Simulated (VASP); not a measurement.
Here is a VASP 6.6.1 calculation.

INCAR

```
SYSTEM = LiH
PREC = Accurate
ENCUT = 520
EDIFF = 1E-7
ISMEAR = 0
SIGMA = 0.05
LREAL = .FALSE.
LASPH = .TRUE.
NELM = 100
ALGO = Normal
ISIF = 2
LWAVE = .FALSE.
LCHARG = .FALSE.
GGA = PS
NBANDS = 9
```

File KPOINTS:

```
regular mesh
0
G
  10 10 10
  0 0 0
```

The input POSCAR:

```
LiH
1.0
    0.0000000000      2.0325000000      2.1138000000
    2.0325000000      0.0000000000      2.1138000000
    2.0325000000      2.0325000000      0.0000000000
Li H
1 1
Direct
    0.0000000000      0.0000000000      0.0000000000
    0.5000000000      0.5000000000      0.5000000000
```

Potentials or basis: VASP PAW PBE potentials, release 64 (Li_sv, H).

Command:

```console
$ cat potpaw_PBE.64/Li_sv/POTCAR potpaw_PBE.64/H/POTCAR > POTCAR
$ mpirun -np 1 vasp_std > vasp.out
```

What does it give for the band gap on the k mesh?

2.39 eV, indirect (least direct gap 2.69 eV).

Caveat: the cell differs from its parent crystal (strain +0.000 along x and y, +0.040 along z). A k mesh can miss the band edges.
